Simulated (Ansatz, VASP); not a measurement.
One calculation of InSb, two programs

```
In Sb
1.0
     0.00000    3.22506    3.22506
     3.22506    0.00000    3.22506
     3.22506    3.22506    0.00000
In Sb
1 1
Cartesian
  0.0000 0.0000 0.0000
  4.8376 4.8376 4.8376
```

Alike in both runs: functional LDA; k mesh 12 × 12 × 12; occupations gaussian, width 0.1 eV; no spin polarisation.

Ansatz relaxed the structure, and its values are those at the end. VASP's run is a single point on that final structure, the one shown.

|  | VASP | Ansatz |
| --- | --- | --- |
| version | VASP 6.6.1 | Ansatz 0.2.0 |
| potentials or method | VASP PAW LDA potentials, release 64 (In_d, Sb), cutoff 520 eV | scalar-relativistic, plane waves, PAW |
| valence electrons in the cell | 18 | 28 |

Ansatz gave:

* gap on the k mesh at the Fermi level (eV): none
* pressure (GPa): 0.0

Estimate VASP's values.

gap on the k mesh at the Fermi level (eV): none; pressure (GPa): 0.1.

LDA's correlation is that of Perdew and Zunger in VASP and of Perdew and Wang (1992) in Ansatz. A gap of «none» marks a metal or a gap that the smearing closes. VASP's potentials hold 18 valence electrons a cell and Ansatz's 28, so a difference there can come from the potentials and not from the codes.

Spin-orbit coupling is off throughout.
